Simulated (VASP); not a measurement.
# Be16CO in VASP: further runs

The runs below take Be16CO through single point, with PBE.

All numbers are computed with VASP 6.6.1; they aren't measurements. Logs are shortened: lines on timing, memory, paths and dates and some standing lists are left out, and cuts for length are marked.

### 1 The cell of the first run

The cell holds a slab with vacuum, 18 atoms: a = 4.525 Å, b = 4.525 Å, c = 23.476 Å, α = 90.00°, β = 90.00°, γ = 120.00°.

### 2 Single point, PBE

INCAR

```
ALGO = Normal
DIPOL = 0.5 0.5 0.307
EDIFF = 1E-7
ENCUT = 520
GGA = PE
IDIPOL = 3
ISIF = 2
ISMEAR = 0
LASPH = T
LCHARG = F
LDIPOL = T
LREAL = Auto
LWAVE = F
NBANDS = 36
NELM = 60
PREC = Accurate
SIGMA = 0.1
```

KPOINTS

```
k-points
0
Gamma
  6 6 1
```

POSCAR

```
Be16CO
1.0
    4.5254381410      0.0000000000      0.0000000000
   -2.2627190705      3.9191443934      0.0000000000
    0.0000000000      0.0000000000     23.4761687145
Be C O
16 1 1
Direct
    0.3333333333      0.1666666667      0.1703855535
    0.3333333333      0.6666666667      0.1703855535
    0.8333333333      0.1666666667      0.1703855535
    0.8333333333      0.6666666667      0.1703855535
    0.1666666667      0.3333333333      0.2463521558
    0.1666666667      0.8333333333      0.2463521558
    0.6666666667      0.3333333333      0.2463521558
    0.6666666667      0.8333333333      0.2463521558
    0.3333333333      0.1666666667      0.3241941575
    0.3333333333      0.6666666667      0.3241941575
    0.8333333333      0.1666666667      0.3241941575
    0.8333333333      0.6666666667      0.3241941575
    0.1666666667      0.3333333333      0.4036505628
    0.1666666667      0.8333333333      0.4036505628
    0.6666666667      0.3333333333      0.4036505628
    0.6666666667      0.8333333333      0.4036505628
    0.1666666667      0.3333333333      0.4735086397
    0.3146581520      0.1853418480      0.4735086397
```

Potentials or basis: VASP PAW PBE potentials, release 64 (Be, C, O).

On the command line:

```bash
$ cat potpaw_PBE.64/Be/POTCAR potpaw_PBE.64/C/POTCAR potpaw_PBE.64/O/POTCAR > POTCAR
$ mpirun -np 1 vasp_std > vasp.out
```

OUTCAR:

```text
EDIFF = 1E-7
   ENCUT = 520
   GGA = PE
   ISIF = 2
   ISMEAR = 0
   LASPH = T
   LREAL = Auto
   NELM = 60
   PREC = Accurate

 ion  position               nearest neighbor table
   1  0.333  0.167  0.170-   5 2.21   7 2.21   6 2.21   3 2.26   3 2.26   2 2.26   2 2.26   4 2.26
                             4 2.26
   2  0.333  0.667  0.170-   6 2.21   8 2.21   5 2.21   4 2.26   4 2.26   3 2.26   1 2.26   1 2.26
                             3 2.26
   3  0.833  0.167  0.170-   7 2.21   5 2.21   8 2.21   1 2.26   1 2.26   2 2.26   4 2.26   4 2.26
                             2 2.26
   4  0.833  0.667  0.170-   8 2.21   6 2.21   7 2.21   2 2.26   2 2.26   1 2.26   3 2.26   3 2.26
                             1 2.26
   5  0.167  0.333  0.246-   1 2.21   3 2.21   2 2.21   9 2.25  11 2.25  10 2.25   7 2.26   7 2.26
                             6 2.26   6 2.26   8 2.26   8 2.26
   6  0.167  0.833  0.246-   2 2.21   4 2.21   1 2.21  10 2.25  12 2.25   9 2.25   8 2.26   8 2.26
                             7 2.26   5 2.26   5 2.26   7 2.26
   7  0.667  0.333  0.246-   3 2.21   1 2.21   4 2.21  11 2.25   9 2.25  12 2.25   5 2.26   5 2.26
                             6 2.26   8 2.26   8 2.26   6 2.26
   8  0.667  0.833  0.246-   4 2.21   2 2.21   3 2.21  12 2.25  10 2.25  11 2.25   6 2.26   6 2.26
                             5 2.26   7 2.26   7 2.26   5 2.26
   9  0.333  0.167  0.324-   5 2.25   7 2.25   6 2.25  11 2.26  11 2.26  12 2.26  10 2.26  10 2.26
                            12 2.26  13 2.28  15 2.28  14 2.28
  10  0.333  0.667  0.324-   6 2.25   8 2.25   5 2.25  12 2.26  12 2.26   9 2.26   9 2.26  11 2.26
                            11 2.26  14 2.28  16 2.28  13 2.28
  11  0.833  0.167  0.324-   7 2.25   5 2.25   8 2.25   9 2.26   9 2.26  12 2.26  12 2.26  10 2.26
                            10 2.26  15 2.28  13 2.28  16 2.28
  12  0.833  0.667  0.324-   8 2.25   6 2.25   7 2.25  10 2.26  10 2.26  11 2.26  11 2.26   9 2.26
                             9 2.26  16 2.28  14 2.28  15 2.28
  13  0.167  0.333  0.404-  17 1.64  18 2.01  15 2.26  15 2.26  16 2.26  14 2.26  14 2.26  16 2.26
                             9 2.28  11 2.28  10 2.28
  14  0.167  0.833  0.404-  18 2.15  16 2.26  16 2.26  15 2.26  13 2.26  13 2.26  15 2.26  10 2.28
                            12 2.28   9 2.28
  15  0.667  0.333  0.404-  18 2.15  13 2.26  13 2.26  14 2.26  16 2.26  16 2.26  14 2.26  11 2.28
                             9 2.28  12 2.28
  16  0.667  0.833  0.404-  14 2.26  14 2.26  15 2.26  15 2.26  13 2.26  13 2.26  12 2.28  10 2.28
                            11 2.28
  17  0.167  0.333  0.474-  18 1.16  13 1.64
  18  0.315  0.185  0.474-  17 1.16  13 2.01  15 2.15  14 2.15

  LATTYP: Found a hexagonal cell.
 ALAT       =     4.5254381410
 C/A-ratio  =     5.1876012848

  Lattice vectors:

 A1 = (   4.5254381410,   0.0000000000,   0.0000000000)
 A2 = (  -2.2627190705,   3.9191443934,   0.0000000000)
 A3 = (   0.0000000000,   0.0000000000,  23.4761687145)

Analysis of symmetry for initial positions (statically):
=====================================================================
 Subroutine PRICEL returns:
 Original cell was already a primitive cell.

 Routine SETGRP: Setting up the symmetry group for a
 hexagonal supercell.

 Subroutine GETGRP returns: Found  2 space group operations
 (whereof  1 operations were pure point group operations)
 out of a pool of 24 trial point group operations.

The static configuration has the point symmetry C_1 .
 The point group associated with its full space group is C_1h.

Analysis of symmetry for dynamics (positions and initial velocities):
=====================================================================
 Subroutine PRICEL returns:
 Original cell was already a primitive cell.

 Routine SETGRP: Setting up the symmetry group for a
 hexagonal supercell.

 Subroutine GETGRP returns: Found  2 space group operations
 (whereof  1 operations were pure point group operations)
 out of a pool of 24 trial point group operations.

The dynamic configuration has the point symmetry C_1 .
 The point group associated with its full space group is C_1h.

 Subroutine INISYM returns: Found  2 space group operations
 (whereof  1 operations are pure point group operations),
 and found     1 'primitive' translations

----------------------------------------------------------------------------------------

                                     Primitive cell

  volume of cell :     416.3697

  direct lattice vectors                    reciprocal lattice vectors
     4.525438141  0.000000000  0.000000000     0.220973079  0.127578867  0.000000000
[... 71 lines left out ...]
 Found     13 irreducible k-points:

 Following reciprocal coordinates:
            Coordinates               Weight
  0.000000  0.000000  0.000000      1.000000
  0.166667  0.000000  0.000000      4.000000
 -0.166667  0.166667  0.000000      2.000000
  0.333333  0.000000  0.000000      4.000000
 -0.333333  0.333333  0.000000      2.000000
  0.500000  0.000000  0.000000      2.000000
  0.500000  0.500000  0.000000      1.000000
  0.166667  0.166667  0.000000      2.000000
 -0.166667  0.333333  0.000000      4.000000
  0.333333  0.166667  0.000000      4.000000
 -0.166667  0.500000  0.000000      4.000000
  0.500000  0.333333  0.000000      4.000000
  0.333333  0.333333  0.000000      2.000000
   k-points           NKPTS =     13   k-points in BZ     NKDIM =     13   number of bands    NBANDS=     36
   number of dos      NEDOS =    301   number of ions     NIONS =     18
   total plane-waves  NPLWV = 233280
   dimension x,y,z NGX =    36 NGY =   36 NGZ =  180
   dimension x,y,z NGXF=    72 NGYF=   72 NGZF=  360
   ions per type =              16   1   1
   NGX,Y,Z   is equivalent  to a cutoff of  13.22, 13.22, 12.75 a.u.
   NGXF,Y,Z  is equivalent  to a cutoff of  26.45, 26.45, 25.49 a.u.
 SYSTEM =  unknown system
   PREC   = accura    normal or accurate (medium, high low for compatibility)
   ISTART =      0    job   : 0-new  1-cont  2-samecut
   ICHARG =      2    charge: 1-file 2-atom 10-const
   ISPIN  =      1    spin polarized calculation?
   LNONCOLLINEAR =      F non collinear calculations
   LSORBIT =      F    spin-orbit coupling
   LASPH  =      T    aspherical Exc in radial PAW
   ENCUT  =  520.0 eV  38.22 Ry    6.18 a.u.   8.41  8.41 43.65*2*pi/ulx,y,z
   NELM   =     60;   NELMIN=  2; NELMDL= -5     # of ELM steps
   EDIFF  = 0.1E-06   stopping-criterion for ELM
   LREAL  =      T    real-space projection
   EDIFFG = 0.1E-05   stopping-criterion for IOM
   NSW    =      0    number of steps for IOM
   IBRION =     -1    ionic relax: 0-MD 1-quasi-New 2-CG
   NFREE  =      0    steps in history (QN), initial steepest desc. (CG)
   ISIF   =      2    stress and relaxation
   ISYM   =      2    0-nonsym 1-usesym 2-fastsym
   POTIM  = 0.5000    time-step for ionic-motion
   TEBEG  =    0.0;   TEEND  =   0.0 temperature during run
   PSTRESS=    0.0 pullay stress
   NELECT =      42.0000    total number of electrons
   NUPDOWN=      -1.0000    fix difference up-down
   EMIN   =  10.00;   EMAX   =-10.00  energy-range for DOS
   EFERMI =   0.00;   METHOD = LEGACY
   ISMEAR =     0;   SIGMA  =   0.10  broadening in eV -4-tet -1-fermi 0-gaus
   EFERMI_NEDOS =   21; number of points for ismear=-14 and -15
   IALGO  =     38    algorithm
   IMIX   =      4    mixing-type and parameters
     AMIX     =   0.40;   BMIX     =  1.00
     AMIX_MAG =   1.60;   BMIX_MAG =  1.00
  volume/ion in A,a.u.               =      23.13       156.10
  Fermi-wavevector in a.u.,A,eV,Ry     =   0.762076  1.440115  7.901715  0.580760
  Thomas-Fermi vector in A             =   1.861457
   LORBIT       =      0    0 simple, 1 ext, 2 COOP (PROOUT), +10 PAW based schemes
   GGA     = PE    functional components
   LHFCALC =     F    Hartree Fock is set to
   AEXX    =    0.0000 exact exchange contribution
   IVDW    =     0    specifies the selected vdW correction
   LEPSILON=     F    determine dielectric tensor
   LRPA    =     F    only Hartree local field effects (RPA)
 non-spin polarized calculation
 Gauss-broadening in eV      SIGMA  =   0.10
  energy-cutoff  :      520.00
  volume of cell :      416.37
 maximum number of plane-waves:     11313
 NGX is ok and might be reduce to    36
   NGX = 17   NGY = 17   NGZ = 87

 dipolmoment           0.000000      0.000000      0.053941 electrons x Angstroem

 number of electron      41.9999998 magnetization

 dipolmoment           0.000000      0.000000     -0.058891 electrons x Angstroem

 Free energy of the ion-electron system (eV)
  ---------------------------------------------------
  ext. energy  EPLUGINS =         0.00000000
  ---------------------------------------------------
  free energy    TOTEN  =       -68.60173522 eV

  energy without entropy =      -68.58104604  energy(sigma->0) =      -68.59139063

 E-fermi :  -1.0485     XC(G=0):  -4.5195

 val. band max:       -1.0991020303   @ k =   0.3333   0.1667   0.0000
 cond. band min:      -1.0476959950   @ k =   0.5000   0.5000   0.0000
 fundamental gap:      0.0514060354
 Fermi energy:        -1.0485089574

 k-point     1 :       0.0000    0.0000    0.0000
  band No.  band energies     occupation
      1     -26.4023      2.00000
      2     -11.7200      2.00000
      3     -11.3361      2.00000
      4     -10.6413      2.00000
      5      -9.4199      2.00000
      6      -9.0542      2.00000
[... 457 lines left out ...]
     32       4.4923      0.00000
     33       5.0988      0.00000
 [bands above 33 left out]

------------------------ aborting loop because EDIFF is reached ----------------------------------------

 vacuum level on the upper side and lower side of the slab       (xc-potential included)        -0.300         0.287

  FORCE on cell =-STRESS in cart. coord.  units (eV):
  Direction    XX          YY          ZZ          XY          YZ          ZX
  --------------------------------------------------------------------------------------
  -------------------------------------------------------------------------------------
  Total        1.4426007     -2.1038903      5.5634305     -3.0713514      0.1342009     -0.2324432
  in kB        5.5510817     -8.0957029     21.4079030    -11.8184621      0.5164008     -0.8944339
  external PRESSURE =       6.2877606 kB  Pullay stress =       0.0000000 kB

 VOLUME and BASIS-vectors are now :
 -----------------------------------------------------------------------------
  energy-cutoff  :      520.00
  volume of cell :      416.37
      direct lattice vectors                 reciprocal lattice vectors
     4.525438141  0.000000000  0.000000000     0.220973079  0.127578867  0.000000000
    -2.262719071  3.919144393  0.000000000     0.000000000  0.255157733  0.000000000
     0.000000000  0.000000000 23.476168715     0.000000000  0.000000000  0.042596388

 POSITION                                       TOTAL-FORCE (eV/Angst)
 -----------------------------------------------------------------------------------
      1.13136      0.65319      4.00000        -0.080279      0.046349     -0.078970
     -0.00000      2.61276      4.00000        -0.016648     -0.104790     -0.182641
      3.39408      0.65319      4.00000         0.082426      0.066812     -0.182641
      2.26272      2.61276      4.00000        -0.009261      0.005347     -0.122694
      0.00000      1.30638      5.78340         0.019880     -0.011478      0.507374
     -1.13136      3.26595      5.78340        -0.033731     -0.042150      0.254269
[... 10 lines left out ...]
      0.00000      1.30638     11.11617        -4.758805      2.747497      3.255818
      1.00459      0.72638     11.11617         4.604442     -2.658376      1.109451
 -----------------------------------------------------------------------------------
    total drift:                               -0.002417      0.001396     -0.015178

  FREE ENERGIE OF THE ION-ELECTRON SYSTEM (eV)
  ---------------------------------------------------
  free  energy   TOTEN  =       -68.6017352197 eV

  energy  without entropy=      -68.5810460369  energy(sigma->0) =      -68.59139063

 vacuum level on the upper side and lower side of the slab         3.626         4.224
```

It took 6.6 min on 1 thread of AMD EPYC 9R45 (Zen 5), shared host; peak memory 0.53 GiB.

What came out:

```
Free energy            : -68.6017 eV
Largest force          : 6.387 eV/Å
Band gap on the k mesh : zero (band 21 reaches -0.74 eV, above the bottom of band 22 at -1.40 eV)
```

Forces on the atoms (eV/Å):
```
Be  -0.080  0.046 -0.079
Be  -0.017 -0.105 -0.183
Be   0.082  0.067 -0.183
Be  -0.009  0.005 -0.123
Be   0.020 -0.011  0.507
Be  -0.034 -0.042  0.254
Be   0.020  0.050  0.254
Be   0.052 -0.030  0.116
Be   0.104 -0.060  0.419
Be  -0.004  0.146 -0.012
Be  -0.128 -0.070 -0.012
Be  -0.022  0.013 -0.112
Be  -0.700  0.404 -2.902
Be   0.214 -0.660 -0.710
Be   0.679  0.144 -0.710
Be  -0.022  0.013 -0.891
C   -4.759  2.747  3.256
O    4.604 -2.658  1.109
```

Levels at points of the mesh, in eV from the Fermi level:
```
           k point  band 18  band 19  band 20  band 21  band 22  band 23  band 24  band 25
(0.00, 0.00, 0.00)    -1.89    -1.78    -1.78    -1.76    -0.35     0.77     1.27     2.73
(0.50, 0.00, 0.00)    -1.35    -0.86    -0.05     0.27     0.56     1.41     1.90     2.32
(0.50, 0.50, 0.00)    -1.33    -0.89     0.00     0.31     0.57     1.35     1.82     2.30
```

### 3 Single point, PBE

INCAR

```
ALGO = Normal
DIPOL = 0.5 0.5 0.309
EDIFF = 1E-6
ENCUT = 520
GGA = PE
IDIPOL = 3
ISIF = 2
ISMEAR = 0
LASPH = True
LCHARG = False
LDIPOL = True
LREAL = Auto
LWAVE = False
NBANDS = 36
NELM = 60
PREC = Accurate
SIGMA = 0.1
```

KPOINTS is that of step 2.

POSCAR, as its differences from that of step 2:

```diff
@@ -24,3 +24,3 @@
     0.6666666667      0.8333333333      0.4036505628
-    0.1666666667      0.3333333333      0.4735086397
-    0.3146581520      0.1853418480      0.4735086397
+    0.1666666667      0.3333333333      0.4939549062
+    0.3146581520      0.1853418480      0.4939549062
```

Potentials or basis: VASP PAW PBE potentials, release 64 (Be, C, O).

On the command line:

```bash
$ cat potpaw_PBE.64/Be/POTCAR potpaw_PBE.64/C/POTCAR potpaw_PBE.64/O/POTCAR > POTCAR
$ mpirun -np 1 vasp_std > vasp.out
```

Wall time 6 min (1 thread of AMD EPYC 9R45 (Zen 5), shared host); peak memory 0.53 GiB.

The run converged. Its results:

```yaml
Free_energy: -69.8854 eV
Largest_force: 1.406 eV/Å
Band_gap_on_the_k_mesh: zero (band 21 reaches -0.61 eV, above the bottom of band 22 at -2.21 eV)
```

Forces in eV/Å, atoms in the order of the input:
```
Be  -0.046  0.027 -0.118
Be  -0.009 -0.059 -0.218
Be   0.047  0.038 -0.218
Be  -0.004  0.002 -0.202
Be  -0.003  0.002  0.409
Be   0.000 -0.027  0.262
Be   0.024  0.014  0.262
Be   0.006 -0.004  0.152
Be   0.090 -0.052  0.269
Be  -0.036  0.101 -0.080
Be  -0.106 -0.019 -0.080
Be   0.039 -0.023 -0.169
Be  -0.441  0.254 -0.323
Be   0.126 -0.417 -0.624
Be   0.424  0.099 -0.624
Be  -0.063  0.036 -0.583
C   -0.681  0.393  0.684
O    0.633 -0.365  1.201
```

Levels at points of the mesh, in eV from the Fermi level:
```csv
k point,band 18,band 19,band 20,band 21,band 22,band 23,band 24,band 25
"(0.00, 0.00, 0.00)",-1.84,-1.77,-1.76,-1.74,-1.06,1.54,1.98,2.94
"(0.50, 0.00, 0.00)",-1.35,-1.05,0.07,0.50,0.70,0.91,2.31,2.36
"(0.50, 0.50, 0.00)",-1.35,-1.09,0.03,0.37,0.77,0.95,2.49,2.77
```

### 4 Single point, PBE

INCAR

```
SYSTEM = Be16CO
  ALGO = Normal
  DIPOL = 0.5 0.5 0.313
  EDIFF = 1E-7
  ENCUT = 520
  GGA = PE
  IDIPOL = 3
  ISIF = 2
  ISMEAR = 0
  LASPH = .TRUE.
  LCHARG = .FALSE.
  LDIPOL = .TRUE.
  LREAL = Auto
  LWAVE = .FALSE.
  NBANDS = 36
  NELM = 80
  PREC = Accurate
  SIGMA = 0.1
```

KPOINTS

```
k-points
0
G
  6 6 1
  0 0 0
```

POSCAR, as its differences from that of step 3:

```diff
@@ -24,3 +24,3 @@
     0.6666666667      0.8333333333      0.4036505628
-    0.1666666667      0.3333333333      0.4939549062
-    0.3146581520      0.1853418480      0.4939549062
+    0.1666666667      0.3333333333      0.5301618363
+    0.3146581520      0.1853418480      0.5301618363
```

On the command line:

```bash
$ cat potpaw_PBE.64/Be/POTCAR potpaw_PBE.64/C/POTCAR potpaw_PBE.64/O/POTCAR > POTCAR
$ mpirun -np 1 vasp_std > vasp.out
```

Wall time 6.9 min (1 thread of AMD EPYC 9R45 (Zen 5), shared host); peak memory 0.53 GiB.

Results (log left out):

```yaml
Free_energy: -70.8127 eV
Largest_force: 1.578 eV/Å
Band_gap_on_the_k_mesh: zero (band 21 reaches -0.72 eV, above the bottom of band 22 at -3.00 eV)
```

Forces in eV/Å, atoms in the order of the input:
```
Be  -0.002  0.001 -0.181
Be   0.000 -0.003 -0.191
Be   0.003  0.002 -0.191
Be  -0.002  0.001 -0.193
Be  -0.004  0.002  0.261
Be   0.004 -0.006  0.252
Be   0.007 -0.001  0.252
Be  -0.002  0.001  0.239
Be   0.013 -0.007 -0.007
Be  -0.004  0.015 -0.035
Be  -0.016 -0.004 -0.035
Be   0.005 -0.003 -0.050
Be  -0.046  0.027 -0.144
Be   0.012 -0.043 -0.138
Be   0.043  0.011 -0.138
Be  -0.007  0.004 -0.134
C    1.337 -0.772  0.127
O   -1.341  0.774  0.304
```

Levels at points of the mesh, in eV from the Fermi level:
```
           k point  band 18  band 19  band 20  band 21  band 22  band 23  band 24  band 25  band 26  band 27
(0.00, 0.00, 0.00)    -1.83    -1.82    -1.70    -1.70    -1.69     2.76     2.88     2.98     2.98     3.04
(0.50, 0.00, 0.00)    -1.31    -1.31     0.12     0.22     0.82     0.83     2.80     2.92     3.18     3.19
(0.50, 0.50, 0.00)    -1.31    -1.30     0.10     0.18     0.83     0.84     2.85     3.18     3.18     3.45
```

(Continued in part 2 of 2.)
